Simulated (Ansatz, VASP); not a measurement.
# One calculation of HgTe, two programs

Contents of INCAR:

```
PREC = Accurate
ENCUT = 520
EDIFF = 1E-6
ISMEAR = 0
SIGMA = 0.1
LREAL = F
LASPH = T
NELM = 100
ALGO = Normal
ISIF = 2
LWAVE = F
LCHARG = F
GGA = PS
NBANDS = 16
```

File KPOINTS:

```
Automatic mesh
0
Gamma
  12 12 12
```

The input POSCAR:

```
HgTe
1.0
    0.0000000000      3.3434464350      3.3434464350
    3.3434464350      0.0000000000      3.3434464350
    3.3434464350      3.3434464350      0.0000000000
Hg Te
1 1
Direct
    0.0000000000      0.0000000000      0.0000000000
    0.7500000000      0.7500000000      0.7500000000
```

Input for Ansatz:

```yaml
crystal:
  lattice:
    - [0.0, 3.343446435, 3.343446435]
    - [3.343446435, 0.0, 3.343446435]
    - [3.343446435, 3.343446435, 0.0]
  atoms:
    - { symbol: Hg, position: [0.0, 0.0, 0.0] }
    - { symbol: Te, position: [0.75, 0.75, 0.75] }
basis:
  ecutwfc: 420
kpoints:
  mp_grid: { grid: [12, 12, 12] }
hamiltonian:
  xc: pbesol
scf:
  occupations: { method: gaussian, width: 0.1 }
output:
  forces: true
  stress: true
  eigenvalues: true
  populations: true
```

Alike in both runs: task single point; functional PBEsol; k mesh 12 × 12 × 12; occupations gaussian, width 0.1 eV; no spin polarisation.

```csv
,VASP,Ansatz
version,VASP 6.6.1,Ansatz 0.2.0
potentials or method,"VASP PAW PBE potentials, release 64 (Hg, Te), cutoff 520 eV","scalar-relativistic, plane waves, PAW"
valence electrons in the cell,18,36
```

```csv
,VASP,Ansatz,Ansatz less VASP
gap on the k mesh at the Fermi level (eV),none,none,-
pressure (GPa),-2.7,-2.8,-0.07
```

VASP's potentials were made for PBE, not for PBEsol. A gap of «none» marks a metal or a gap that the smearing closes. VASP's potentials hold 18 valence electrons a cell and Ansatz's 36, so a difference there can come from the potentials and not from the codes.

Spin-orbit coupling is off throughout.
